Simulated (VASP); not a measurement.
Si:

```
Si
1.0
     0.00000    2.71356    2.71356
     2.71356    0.00000    2.71356
     2.71356    2.71356    0.00000
Si
2
Direct
  0.75000 0.75000 0.75000
  0.50000 0.50000 0.50000
```

Base run:

```yaml
Program: VASP 6.6.1
Functional: revPBE
Potentials_or_basis: VASP PAW PBE potentials, release 64 (Si)
Cutoff: 500 eV
k_mesh: 6 × 6 × 6
Occupations: gaussian, width 0.01 eV
Spin: no spin polarisation
```

Its results: band gap on the k mesh 0.74 eV, indirect (least direct gap 2.57 eV); pressure 3.3 GPa.

Problem. After a change of settings the same cell gave: band gap on the k mesh 0.94 eV, indirect (least direct gap 2.70 eV); pressure 5.4 GPa. Which change was it?
A. functional from revPBE to r2SCAN; cutoff from 500 eV to 550 eV
B. functional from revPBE to BLYP
C. functional from revPBE to RPBE

Solution. B.

Caveats: the PAW data sets were made with another functional, which shifts forces and pressure a little.
